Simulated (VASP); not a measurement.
# Ta (Pm-3m) in VASP: further runs, part 2 of 2

VASP 6.6.1. Earlier steps stand in the parts before.

**4. Single point, PBE**

This run uses another cell than the first one, of 20.62 Å³/atom, 1.087 times its volume.

File INCAR:

```
SYSTEM = Ta
PREC = Accurate
ENCUT = 520
EDIFF = 1E-6
ISMEAR = -1
SIGMA = 0.1
LREAL = .False.
LASPH = .True.
NELM = 100
ALGO = Normal
ISIF = 2
LWAVE = .False.
LCHARG = .True.
GGA = PE
LELF = .True.
LVHAR = .True.
NBANDS = 12
```

File KPOINTS:

```
Automatic mesh
0
Gamma
  12 12 12
  0 0 0
```

File POSCAR:

```
Ta
1.0
    2.7422183679      0.0000000000      0.0000000000
    0.0000000000      2.7422183679      0.0000000000
    0.0000000000      0.0000000000      2.7422183679
Ta
1
Direct
    0.0000000000      0.0000000000      0.0000000000
```

Potentials or basis: VASP PAW PBE potentials, release 64 (Ta_pv).

Run with:

```sh
$ cat potpaw_PBE.64/Ta_pv/POTCAR > POTCAR
$ mpirun -np 1 vasp_std > vasp.out
```

OUTCAR:

```text
SYSTEM = Ta
   PREC = Accurate
   ENCUT = 520
   EDIFF = 1E-6
   ISMEAR = -1
   LREAL = .False.
   LASPH = .True.
   NELM = 100
   ISIF = 2
   GGA = PE

 ion  position               nearest neighbor table
   1  0.000  0.000  0.000-

  LATTYP: Found a simple cubic cell.
 ALAT       =     2.7422183679

  Lattice vectors:

 A1 = (   2.7422183679,   0.0000000000,   0.0000000000)
 A2 = (   0.0000000000,   2.7422183679,   0.0000000000)
 A3 = (   0.0000000000,   0.0000000000,   2.7422183679)

Analysis of symmetry for initial positions (statically):
=====================================================================
 Subroutine PRICEL returns:
 Original cell was already a primitive cell.

 Routine SETGRP: Setting up the symmetry group for a
 simple cubic supercell.

 Subroutine GETGRP returns: Found 48 space group operations
 (whereof 48 operations were pure point group operations)
 out of a pool of 48 trial point group operations.

The static configuration has the point symmetry O_h .

Analysis of symmetry for dynamics (positions and initial velocities):
=====================================================================
 Subroutine PRICEL returns:
 Original cell was already a primitive cell.

 Routine SETGRP: Setting up the symmetry group for a
 simple cubic supercell.

 Subroutine GETGRP returns: Found 48 space group operations
 (whereof 48 operations were pure point group operations)
 out of a pool of 48 trial point group operations.

The dynamic configuration has the point symmetry O_h .

 Subroutine INISYM returns: Found 48 space group operations
 (whereof 48 operations are pure point group operations),
 and found     1 'primitive' translations

----------------------------------------------------------------------------------------

                                     Primitive cell

  volume of cell :      20.6208

  direct lattice vectors                    reciprocal lattice vectors
     2.742218368  0.000000000  0.000000000     0.364668260  0.000000000  0.000000000
     0.000000000  2.742218368  0.000000000     0.000000000  0.364668260  0.000000000
     0.000000000  0.000000000  2.742218368     0.000000000  0.000000000  0.364668260

  length of vectors
     2.742218368  2.742218368  2.742218368     0.364668260  0.364668260  0.364668260

  position of ions in fractional coordinates (direct lattice)
     0.000000000  0.000000000  0.000000000

  ion indices of the primitive-cell ions
   primitive index   ion index
                 1           1

----------------------------------------------------------------------------------------

 KPOINTS: Automatic mesh

Automatic generation of k-mesh.
 Grid dimensions read from file:
 generate k-points for:   12   12   12

 Generating k-lattice:

  Cartesian coordinates                     Fractional coordinates (reciprocal lattice)
     0.030389022  0.000000000  0.000000000     0.083333333  0.000000000  0.000000000
     0.000000000  0.030389022  0.000000000     0.000000000  0.083333333  0.000000000
     0.000000000  0.000000000  0.030389022     0.000000000  0.000000000  0.083333333

  Length of vectors
     0.030389022  0.030389022  0.030389022

  Shift w.r.t. Gamma in fractional coordinates (k-lattice)
     0.000000000  0.000000000  0.000000000

 Subroutine IBZKPT returns following result:
 ===========================================

 Found     84 irreducible k-points:

 Following reciprocal coordinates:
            Coordinates               Weight
  0.000000  0.000000  0.000000      1.000000
  0.083333  0.000000  0.000000      6.000000
  0.166667  0.000000  0.000000      6.000000
  0.250000  0.000000  0.000000      6.000000
  0.333333  0.000000  0.000000      6.000000
  0.416667  0.000000  0.000000      6.000000
[... 16 lines left out ...]
  0.333333  0.333333  0.000000     12.000000
  0.416667  0.333333  0.000000     24.000000
 [... further k-points ...]
   k-points           NKPTS =     84   k-points in BZ     NKDIM =     84   number of bands    NBANDS=     12
   number of dos      NEDOS =    301   number of ions     NIONS =      1
   total plane-waves  NPLWV =   8000
   dimension x,y,z NGX =    20 NGY =   20 NGZ =   20
   dimension x,y,z NGXF=    40 NGYF=   40 NGZF=   40
   ions per type =               1
   NGX,Y,Z   is equivalent  to a cutoff of  12.12, 12.12, 12.12 a.u.
   NGXF,Y,Z  is equivalent  to a cutoff of  24.25, 24.25, 24.25 a.u.
 SYSTEM =  Ta
   PREC   = accura    normal or accurate (medium, high low for compatibility)
   ISTART =      0    job   : 0-new  1-cont  2-samecut
   ICHARG =      2    charge: 1-file 2-atom 10-const
   ISPIN  =      1    spin polarized calculation?
   LNONCOLLINEAR =      F non collinear calculations
   LSORBIT =      F    spin-orbit coupling
   LASPH  =      T    aspherical Exc in radial PAW
   ENCUT  =  520.0 eV  38.22 Ry    6.18 a.u.   5.10  5.10  5.10*2*pi/ulx,y,z
   NELM   =    100;   NELMIN=  2; NELMDL= -5     # of ELM steps
   EDIFF  = 0.1E-05   stopping-criterion for ELM
   LREAL  =      F    real-space projection
   EDIFFG = 0.1E-04   stopping-criterion for IOM
   NSW    =      0    number of steps for IOM
   IBRION =     -1    ionic relax: 0-MD 1-quasi-New 2-CG
   NFREE  =      0    steps in history (QN), initial steepest desc. (CG)
   ISIF   =      2    stress and relaxation
   ISYM   =      2    0-nonsym 1-usesym 2-fastsym
   POTIM  = 0.5000    time-step for ionic-motion
   TEBEG  =    0.0;   TEEND  =   0.0 temperature during run
   PSTRESS=    0.0 pullay stress
   NELECT =      11.0000    total number of electrons
   NUPDOWN=      -1.0000    fix difference up-down
   EMIN   =  10.00;   EMAX   =-10.00  energy-range for DOS
   EFERMI =   0.00;   METHOD = LEGACY
   ISMEAR =    -1;   SIGMA  =   0.10  broadening in eV -4-tet -1-fermi 0-gaus
   EFERMI_NEDOS =   21; number of points for ismear=-14 and -15
   IALGO  =     38    algorithm
   IMIX   =      4    mixing-type and parameters
     AMIX     =   0.40;   BMIX     =  1.00
     AMIX_MAG =   1.60;   BMIX_MAG =  1.00
  volume/ion in A,a.u.               =      20.62       139.16
  Fermi-wavevector in a.u.,A,eV,Ry     =   1.327711  2.509011 23.984590  1.762818
  Thomas-Fermi vector in A             =   2.457003
   LORBIT       =      0    0 simple, 1 ext, 2 COOP (PROOUT), +10 PAW based schemes
   GGA     = PE    functional components
   LHFCALC =     F    Hartree Fock is set to
   AEXX    =    0.0000 exact exchange contribution
   IVDW    =     0    specifies the selected vdW correction
   LEPSILON=     F    determine dielectric tensor
   LRPA    =     F    only Hartree local field effects (RPA)
 non-spin polarized calculation
  energy-cutoff  :      520.00
  volume of cell :       20.62
 maximum number of plane-waves:       572
   NGX = 11   NGY = 11   NGZ = 11

 number of electron      11.0000007 magnetization

 Free energy of the ion-electron system (eV)
  ---------------------------------------------------
  ext. energy  EPLUGINS =         0.00000000
  ---------------------------------------------------
  free energy    TOTEN  =       -10.73037747 eV

  energy without entropy =      -10.70451044  energy(sigma->0) =      -10.71744396

 E-fermi :   4.4432     XC(G=0): -11.8206

 val. band max:        4.3799156738   @ k =   0.5000   0.4167   0.1667
 cond. band min:       4.4436972838   @ k =   0.5000   0.0000   0.0000
 fundamental gap:      0.0637816101
 Fermi energy:         4.4431743517

 k-point     1 :       0.0000    0.0000    0.0000
  band No.  band energies     occupation
      1     -28.9536      2.00000
      2     -28.9536      2.00000
      3     -28.9536      2.00000
      4      -2.7905      2.00000
      5       1.8776      2.00000
      6       1.8776      2.00000
      7      10.5894      0.00000
      8      10.5894      0.00000
      9      10.5894      0.00000
     10      18.9505      0.00000
     11      18.9505      0.00000
     12      18.9505      0.00000
[... 331 lines left out ...]
 k-point    24 :       0.4167    0.3333    0.0000
  band No.  band energies     occupation
      1     -29.9393      2.00000
      2     -29.7139      2.00000
      3     -28.7781      2.00000
      4       1.2837      2.00000
      5       2.5670      2.00000
      6       6.8678      0.00000
      7       7.6069      0.00000
      8       8.2728      0.00000
      9       8.3402      0.00000
     10      14.2814      0.00000
     11      18.1552      0.00000
     12      18.8673      0.00000

 [... further k-points ...]

------------------------ aborting loop because EDIFF is reached ----------------------------------------

  FORCE on cell =-STRESS in cart. coord.  units (eV):
  Direction    XX          YY          ZZ          XY          YZ          ZX
  --------------------------------------------------------------------------------------
  -------------------------------------------------------------------------------------
  Total        0.0147133      0.0147133      0.0147133      0.0000000     -0.0000000      0.0000000
  in kB        1.1431778      1.1431778      1.1431778      0.0000000     -0.0000000      0.0000000
  external PRESSURE =       1.1431778 kB  Pullay stress =       0.0000000 kB

 VOLUME and BASIS-vectors are now :
 -----------------------------------------------------------------------------
  energy-cutoff  :      520.00
  volume of cell :       20.62
      direct lattice vectors                 reciprocal lattice vectors
     2.742218368  0.000000000  0.000000000     0.364668260  0.000000000  0.000000000
     0.000000000  2.742218368  0.000000000     0.000000000  0.364668260  0.000000000
     0.000000000  0.000000000  2.742218368     0.000000000  0.000000000  0.364668260

 POSITION                                       TOTAL-FORCE (eV/Angst)
 -----------------------------------------------------------------------------------
      0.00000      0.00000      0.00000         0.000000      0.000000      0.000000
 -----------------------------------------------------------------------------------
    total drift:                                0.000000      0.000000      0.000000

  FREE ENERGIE OF THE ION-ELECTRON SYSTEM (eV)
  ---------------------------------------------------
  free  energy   TOTEN  =       -10.7303774684 eV

  energy  without entropy=      -10.7045104439  energy(sigma->0) =      -10.71744396
```

stdout:

```text
POSCAR found type information on POSCAR Ta
 POSCAR found :  1 types and       1 ions
 scaLAPACK will be used
 LDA part: xc-table for (Slater+PW92), standard interpolation
 POSCAR, INCAR and KPOINTS ok, starting setup
 FFT: planning ... GRIDC
 FFT: planning ... GRID_SOFT
 FFT: planning ... GRID
 WAVECAR not read
 entering main loop
```

Wall time 9.5 s (1 thread of Intel Xeon Platinum 8259CL at 2.50GHz (Skylake/Cascade Lake), shared host); peak memory 0.14 GiB.

Results:

* Free energy: -10.7304 eV
* Pressure: 0.1 GPa

Caveat: spin-orbit coupling is left out, which moves the levels of the heavy elements.

**5. The runs side by side**

```tsv
cell	k mesh	gap on the mesh (eV)	pressure (GPa)
a = 2.667 Å, 1 atom	13 × 13 × 13	none	14.2
a = 2.705 Å, 1 atom	13 × 13 × 13	none	6.5
a = 2.742 Å, 1 atom	12 × 12 × 12	none	0.1
```

Alike in all rows: task single point; level PBE; potentials or basis VASP PAW PBE potentials, release 64 (Ta_pv); no spin polarisation; cutoff (eV) 520; smearing fermi-dirac 0.1 eV.

Caveats: spin-orbit coupling is left out, which moves the levels of the heavy elements.

Absolute energies hang on the potentials; compare differences alone.
